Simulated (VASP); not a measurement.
# Sn (Cmcm) in VASP: single point with PBEsol

Aim: the single point of Sn with PBEsol.

Program: VASP 6.6.1. These are calculated values, not measurements. Logs are shortened: lines on timing, memory, paths and dates and some standing lists are left out, and cuts for length are marked.

**1. The cell of the first run**

The structure is orthorhombic, space group Cmcm (No. 63). The conventional cell has a = 5.296 Å, b = 3.745 Å, c = 5.296 Å, α = 90.00°, β = 90.00°, γ = 90.00°. Within 4.2 Å of Sn (site symmetry m2m) lie 14 Sn at 3.19 to 3.75 Å.

**2. Single point, PBEsol (mode 5 (36.0 1/cm) frozen in, largest displacement +0.050 Å)**

Input file INCAR:

```
PREC = Accurate
ENCUT = 520
EDIFF = 1E-6
ISMEAR = 0
SIGMA = 0.15
LREAL = F
LASPH = T
NELM = 100
ALGO = Fast
ISIF = 2
LWAVE = F
LCHARG = F
GGA = PS
NBANDS = 21
```

Input file KPOINTS:

```
Automatic mesh
0
Gamma
  20 20 12
```

Input file POSCAR:

```
Sn
1.0
   -1.8723950223      1.8723950223      1.8723950223
    1.8723950223     -1.8723950223      1.8723950223
    3.7447900446      3.7447900446      0.0000000000
Sn
2
Direct
   -0.0133518834     -0.0133518834      0.0000000000
    0.5133518834      0.5133518834      0.5000000000
```

Potentials or basis: VASP PAW PBE potentials, release 64 (Sn_d).

On the command line:

```console
$ cat potpaw_PBE.64/Sn_d/POTCAR > POTCAR
$ mpirun -np 1 vasp_std > vasp.out
```

OUTCAR:

```text
PREC = Accurate
   ENCUT = 520
   EDIFF = 1E-6
   ISMEAR = 0
   LREAL = F
   LASPH = T
   NELM = 100
   ISIF = 2
   GGA = PS

 ion  position               nearest neighbor table
   1  0.987  0.987  0.000-   2 3.19   2 3.19   2 3.30   2 3.30   2 3.75   2 3.75   2 3.75   2 3.75

   2  0.513  0.513  0.500-   1 3.19   1 3.19   1 3.30   1 3.30   1 3.75   1 3.75   1 3.75   1 3.75

  LATTYP: Found a base centered orthorhombic cell.
 ALAT       =     3.7447900446
 B/A-ratio  =     1.4142135624
 C/A-ratio  =     1.4142135624

  Lattice vectors:

 A1 = (  -1.8723950223,   1.8723950223,   1.8723950223)
 A2 = (   1.8723950223,  -1.8723950223,   1.8723950223)
 A3 = (   3.7447900446,   3.7447900446,   0.0000000000)

Analysis of symmetry for initial positions (statically):
=====================================================================
 Subroutine PRICEL returns:
 Original cell was already a primitive cell.

 Routine SETGRP: Setting up the symmetry group for a
 base centered orthorhombic supercell.

 Subroutine GETGRP returns: Found  8 space group operations
 (whereof  4 operations were pure point group operations)
 out of a pool of  8 trial point group operations.

The static configuration has the point symmetry C_2v.
 The point group associated with its full space group is D_2h.

Analysis of symmetry for dynamics (positions and initial velocities):
=====================================================================
 Subroutine PRICEL returns:
 Original cell was already a primitive cell.

 Routine SETGRP: Setting up the symmetry group for a
 base centered orthorhombic supercell.

 Subroutine GETGRP returns: Found  8 space group operations
 (whereof  4 operations were pure point group operations)
 out of a pool of  8 trial point group operations.

The dynamic configuration has the point symmetry C_2v.
 The point group associated with its full space group is D_2h.

 Subroutine INISYM returns: Found  8 space group operations
 (whereof  4 operations are pure point group operations),
 and found     1 'primitive' translations

----------------------------------------------------------------------------------------

                                     Primitive cell

  volume of cell :      52.5149

  direct lattice vectors                    reciprocal lattice vectors
    -1.872395022  1.872395022  1.872395022    -0.133518834  0.133518834  0.267037668
     1.872395022 -1.872395022  1.872395022     0.133518834 -0.133518834  0.267037668
     3.744790045  3.744790045  0.000000000     0.133518834  0.133518834  0.000000000

  length of vectors
     3.243083310  3.243083310  5.295932869     0.327053014  0.327053014  0.188824146

  position of ions in fractional coordinates (direct lattice)
     0.986648117  0.986648117  0.000000000
     0.513351883  0.513351883  0.500000000

  ion indices of the primitive-cell ions
   primitive index   ion index
                 1           1
                 2           2

----------------------------------------------------------------------------------------

 KPOINTS: Automatic mesh

Automatic generation of k-mesh.
 Grid dimensions read from file:
 generate k-points for:   20   20   12

 Generating k-lattice:

  Cartesian coordinates                     Fractional coordinates (reciprocal lattice)
    -0.006675942  0.006675942  0.013351883     0.050000000  0.000000000  0.000000000
     0.006675942 -0.006675942  0.013351883     0.000000000  0.050000000  0.000000000
     0.011126569  0.011126569  0.000000000     0.000000000  0.000000000  0.083333333

  Length of vectors
     0.016352651  0.016352651  0.015735345

  Shift w.r.t. Gamma in fractional coordinates (k-lattice)
     0.000000000  0.000000000  0.000000000

 Subroutine IBZKPT returns following result:
 ===========================================

 Found    777 irreducible k-points:

 Following reciprocal coordinates:
            Coordinates               Weight
  0.000000  0.000000  0.000000      1.000000
  0.050000  0.000000  0.000000      4.000000
  0.100000  0.000000  0.000000      4.000000
  0.150000  0.000000  0.000000      4.000000
  0.200000  0.000000  0.000000      4.000000
  0.250000  0.000000  0.000000      4.000000
[... 16 lines left out ...]
 -0.400000  0.050000  0.000000      4.000000
 -0.350000  0.050000  0.000000      4.000000
 [... further k-points ...]
   k-points           NKPTS =    777   k-points in BZ     NKDIM =    777   number of bands    NBANDS=     21
   number of dos      NEDOS =    301   number of ions     NIONS =      2
   total plane-waves  NPLWV =  23040
   dimension x,y,z NGX =    24 NGY =   24 NGZ =   40
   dimension x,y,z NGXF=    48 NGYF=   48 NGZF=   80
   ions per type =               2
   NGX,Y,Z   is equivalent  to a cutoff of  12.30, 12.30, 12.56 a.u.
   NGXF,Y,Z  is equivalent  to a cutoff of  24.61, 24.61, 25.11 a.u.
 SYSTEM =  unknown system
   PREC   = accura    normal or accurate (medium, high low for compatibility)
   ISTART =      0    job   : 0-new  1-cont  2-samecut
   ICHARG =      2    charge: 1-file 2-atom 10-const
   ISPIN  =      1    spin polarized calculation?
   LNONCOLLINEAR =      F non collinear calculations
   LSORBIT =      F    spin-orbit coupling
   LASPH  =      T    aspherical Exc in radial PAW
   ENCUT  =  520.0 eV  38.22 Ry    6.18 a.u.   6.03  6.03  9.85*2*pi/ulx,y,z
   NELM   =    100;   NELMIN=  2; NELMDL= -5     # of ELM steps
   EDIFF  = 0.1E-05   stopping-criterion for ELM
   LREAL  =      F    real-space projection
   EDIFFG = 0.1E-04   stopping-criterion for IOM
   NSW    =      0    number of steps for IOM
   IBRION =     -1    ionic relax: 0-MD 1-quasi-New 2-CG
   NFREE  =      0    steps in history (QN), initial steepest desc. (CG)
   ISIF   =      2    stress and relaxation
   ISYM   =      2    0-nonsym 1-usesym 2-fastsym
   POTIM  = 0.5000    time-step for ionic-motion
   TEBEG  =    0.0;   TEEND  =   0.0 temperature during run
   PSTRESS=    0.0 pullay stress
   NELECT =      28.0000    total number of electrons
   NUPDOWN=      -1.0000    fix difference up-down
   EMIN   =  10.00;   EMAX   =-10.00  energy-range for DOS
   EFERMI =   0.00;   METHOD = LEGACY
   ISMEAR =     0;   SIGMA  =   0.15  broadening in eV -4-tet -1-fermi 0-gaus
   EFERMI_NEDOS =   21; number of points for ismear=-14 and -15
   IALGO  =     68    algorithm
   IMIX   =      4    mixing-type and parameters
     AMIX     =   0.40;   BMIX     =  1.00
     AMIX_MAG =   1.60;   BMIX_MAG =  1.00
  volume/ion in A,a.u.               =      26.26       177.19
  Fermi-wavevector in a.u.,A,eV,Ry     =   1.327496  2.508605 23.976824  1.762247
  Thomas-Fermi vector in A             =   2.456804
   LORBIT       =      0    0 simple, 1 ext, 2 COOP (PROOUT), +10 PAW based schemes
   GGA     = PS    functional components
   LHFCALC =     F    Hartree Fock is set to
   AEXX    =    0.0000 exact exchange contribution
   IVDW    =     0    specifies the selected vdW correction
   LEPSILON=     F    determine dielectric tensor
   LRPA    =     F    only Hartree local field effects (RPA)
 non-spin polarized calculation
 RMM-DIIS sequential band-by-band and
 Gauss-broadening in eV      SIGMA  =   0.15
  energy-cutoff  :      520.00
  volume of cell :       52.51
 maximum number of plane-waves:      1434
   NGX = 13   NGY = 13   NGZ = 19

 number of electron      27.9999996 magnetization

 Free energy of the ion-electron system (eV)
  ---------------------------------------------------
  ext. energy  EPLUGINS =         0.00000000
  ---------------------------------------------------
  free energy    TOTEN  =        -8.46589953 eV

  energy without entropy =       -8.45311505  energy(sigma->0) =       -8.45950729

 E-fermi :   8.3349     XC(G=0): -10.6685

 val. band max:        8.3332678778   @ k =  -0.3500   0.1500   0.3333
 cond. band min:       8.3384213673   @ k =   0.4000   0.4000   0.0000
 fundamental gap:      0.0051534896
 Fermi energy:         8.3348536808

 k-point     1 :       0.0000    0.0000    0.0000
  band No.  band energies     occupation
      1     -13.1722      2.00000
      2     -13.1221      2.00000
      3     -13.1207      2.00000
      4     -13.1199      2.00000
      5     -13.1028      2.00000
      6     -12.9739      2.00000
[... 13 lines left out ...]
     20      16.9936      0.00000
     21      20.5493      0.00000

 k-point     2 :       0.0500    0.0000    0.0000
  band No.  band energies     occupation
      1     -13.1694      2.00000
      2     -13.1221      2.00000
      3     -13.1193      2.00000
      4     -13.1166      2.00000
      5     -13.1005      2.00000
      6     -12.9743      2.00000
[... 13 lines left out ...]
     20      17.4126      0.00000
     21      19.9640      0.00000

 k-point     3 :       0.1000    0.0000    0.0000
  band No.  band energies     occupation
      1     -13.1618      2.00000
      2     -13.1233      2.00000
      3     -13.1175      2.00000
      4     -13.1035      2.00000
      5     -13.0933      2.00000
      6     -12.9775      2.00000
[... 13 lines left out ...]
     20      18.7324      0.00000
     21      19.3542      0.00000

 k-point     4 :       0.1500    0.0000    0.0000
  band No.  band energies     occupation
      1     -13.1522      2.00000
      2     -13.1254      2.00000
      3     -13.1146      2.00000
      4     -13.0854      2.00000
      5     -13.0784      2.00000
      6     -12.9838      2.00000
[... 13 lines left out ...]
     20      19.0008      0.00000
     21      19.0800      0.00000

 k-point     5 :       0.2000    0.0000    0.0000
  band No.  band energies     occupation
      1     -13.1438      2.00000
      2     -13.1279      2.00000
      3     -13.1108      2.00000
      4     -13.0672      2.00000
      5     -13.0533      2.00000
      6     -12.9921      2.00000
[... 13 lines left out ...]
     20      18.8183      0.00000
     21      18.8743      0.00000
[... 382 lines left out ...]
     20      18.3331      0.00000
     21      20.1667      0.00000

 k-point    22 :      -0.4500    0.0500    0.0000
  band No.  band energies     occupation
      1     -13.1414      2.00000
      2     -13.1262      2.00000
      3     -13.0900      2.00000
      4     -13.0526      2.00000
      5     -13.0104      2.00000
      6     -12.9822      2.00000
[... 13 lines left out ...]
     20      18.6588      0.00000
     21      19.9339      0.00000

 k-point    23 :      -0.4000    0.0500    0.0000
  band No.  band energies     occupation
      1     -13.1400      2.00000
      2     -13.1250      2.00000
      3     -13.0996      2.00000
      4     -13.0433      2.00000
      5     -13.0201      2.00000
      6     -12.9827      2.00000
[... 13 lines left out ...]
     20      19.0543      0.00000
     21      19.7609      0.00000

 k-point    24 :      -0.3500    0.0500    0.0000
  band No.  band energies     occupation
      1     -13.1376      2.00000
      2     -13.1245      2.00000
      3     -13.1071      2.00000
      4     -13.0326      2.00000
      5     -13.0306      2.00000
      6     -12.9816      2.00000
[... 13 lines left out ...]
     20      19.5068      0.00000
     21      19.5192      0.00000

 [... further k-points ...]

------------------------ aborting loop because EDIFF is reached ----------------------------------------

  FORCE on cell =-STRESS in cart. coord.  units (eV):
  Direction    XX          YY          ZZ          XY          YZ          ZX
  --------------------------------------------------------------------------------------
  -------------------------------------------------------------------------------------
  Total       -0.1071696     -0.1071696     -0.1320729      0.0075897      0.0000000      0.0000000
  in kB       -3.2696401     -3.2696401     -4.0294138      0.2315533      0.0000000      0.0000000
  external PRESSURE =      -3.5228980 kB  Pullay stress =       0.0000000 kB

 VOLUME and BASIS-vectors are now :
 -----------------------------------------------------------------------------
  energy-cutoff  :      520.00
  volume of cell :       52.51
      direct lattice vectors                 reciprocal lattice vectors
    -1.872395022  1.872395022  1.872395022    -0.133518834  0.133518834  0.267037668
     1.872395022 -1.872395022  1.872395022     0.133518834 -0.133518834  0.267037668
     3.744790045  3.744790045  0.000000000     0.133518834  0.133518834  0.000000000

 POSITION                                       TOTAL-FORCE (eV/Angst)
 -----------------------------------------------------------------------------------
      0.00000      0.00000      3.69479        -0.000000     -0.000000      0.029388
      1.87240      1.87240      1.92240         0.000000      0.000000     -0.029388
 -----------------------------------------------------------------------------------
    total drift:                               -0.000000     -0.000000      0.000000

  FREE ENERGIE OF THE ION-ELECTRON SYSTEM (eV)
  ---------------------------------------------------
  free  energy   TOTEN  =        -8.4658995331 eV

  energy  without entropy=       -8.4531150532  energy(sigma->0) =       -8.45950729
```

Wall time 14 min (1 thread of Oxide Virtual Turin-like, shared host); peak memory 0.66 GiB.

Results:

```
Free energy            : -8.4659 eV
Pressure               : -0.4 GPa
Largest force          : 0.029 eV/Å
Band gap on the k mesh : zero (band 14 reaches 12.62 eV, above the bottom of band 15 at 5.86 eV)
```

Forces on the atoms (eV/Å):
```
Sn   0.000  0.000  0.029
Sn   0.000  0.000 -0.029
```

Levels at points of the mesh, in eV from the Fermi level:
```tsv
k point	band 12	band 13	band 14	band 15	band 16	band 17
(0.00, 0.00, 0.00)	-6.44	-4.59	3.75	5.58	7.82	8.04
(0.50, 0.00, 0.00)	-7.05	-1.86	-1.71	-0.40	0.07	4.44
(0.50, 0.50, 0.00)	-4.59	-2.27	-0.51	-0.50	-0.49	3.47
(0.00, 0.00, 0.50)	-9.93	1.59	1.59	5.37	5.37	6.73
(0.50, 0.00, 0.50)	-6.46	-4.58	-4.58	3.73	3.73	5.57
(0.50, 0.50, 0.50)	-5.20	-3.16	-3.16	1.00	1.00	2.65
```

Caveat: the cell differs from its parent crystal (mode 5 (36.0 1/cm) frozen in, largest displacement +0.050 Å); the PAW data sets were made with another functional, which shifts forces and pressure a little; spin-orbit coupling is left out, which moves the levels of the heavy elements.
